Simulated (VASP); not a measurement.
The system is WS2 (Tungstenite).

```
W S
1.0
     3.18000    0.00000    0.00000
    -1.59000    2.75396    0.00000
     0.00000    0.00000   12.50000
W S
2 4
Direct
  0.66667 0.33333 0.75000
  0.33333 0.66667 0.25000
  0.66667 0.33333 0.37500
  0.33333 0.66667 0.87500
  0.66667 0.33333 0.12500
  0.33333 0.66667 0.62500
```

Base run:

- Program: VASP 6.6.1
- Functional: PBEsol
- Potentials or basis: VASP PAW PBE potentials, release 64 (W_sv, S)
- Cutoff: 520 eV
- k mesh: 10 × 10 × 3
- Occupations: fermi-dirac, width 0.05 eV
- Spin: no spin polarisation

Its results: band gap on the k mesh 1.09 eV, indirect (least direct gap 2.08 eV); pressure -2.6 GPa; largest force 0.134 eV/Å.

The run is repeated on the same cell with these changes: functional from PBEsol to BLYP. What comes out?

Band gap on the k mesh 1.14 eV, indirect (least direct gap 2.09 eV); pressure 9.8 GPa; largest force 0.568 eV/Å.

BLYP binds less tightly than PBEsol, so the same cell stands under more pressure.

Caveats: the PAW data sets were made with another functional, which shifts forces and pressure a little; spin-orbit coupling is left out, which moves the levels of the heavy elements; this functional lacks dispersion, which binds the layers, so the pressure and a relaxed spacing across them are unreliable.

A k mesh can miss the band edges.
